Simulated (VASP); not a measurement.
Here is a VASP 6.6.1 calculation.

Contents of INCAR:

```
SYSTEM = Ti3Se
ALGO     = Normal         ! electronic algorithm
EDIFF    = 1E-6           ! SCF threshold, eV
ENCUT    = 520            ! plane-wave cutoff, eV
GGA      = CA             ! functional
ISIF     = 2              ! what is computed and relaxed
ISMEAR   = 1              ! smearing method
LASPH    = .True.         ! aspherical terms in the spheres
LCHARG   = .False.        ! write CHGCAR
LREAL    = .False.        ! projectors in reciprocal space
LWAVE    = .False.        ! write WAVECAR
NBANDS   = 29             ! bands
NELM     = 100            ! most SCF steps
PREC     = Accurate       ! precision mode
SIGMA    = 0.1            ! smearing width, eV
```

Contents of KPOINTS:

```
k-points
0
Gamma
  12 12 5
  0 0 0
```

POSCAR

```
Ti3Se
1.0
    3.1654755000      0.0000000000      0.0000000000
   -1.5827328000      2.7413793000      0.0000000000
    0.0000000000      0.0000000000      8.1040199980
Ti Se
3 1
Direct
    0.3333333333      0.6666666667      0.2271000000
    0.3333333333      0.6666666667      0.7729000000
    0.6666666667      0.3333333333      0.5000000000
    0.0000000000      0.0000000000      0.0000000000
```

Potentials or basis: VASP PAW LDA potentials, release 64 (Ti_sv, Se).

Command:

```sh
$ cat potpaw_LDA.64/Ti_sv/POTCAR potpaw_LDA.64/Se/POTCAR > POTCAR
$ mpirun -np 1 vasp_std > vasp.out
```

Problem. Estimate the largest force.

Solution. 0.136 eV/Å.

Problem. Estimate the pressure.

Solution. -8.2 GPa.

Forces in eV/Å, atoms in the order of the input:
```
Ti   0.000  0.000 -0.136
Ti   0.000  0.000  0.136
Ti   0.000  0.000  0.000
Se   0.000  0.000  0.000
```
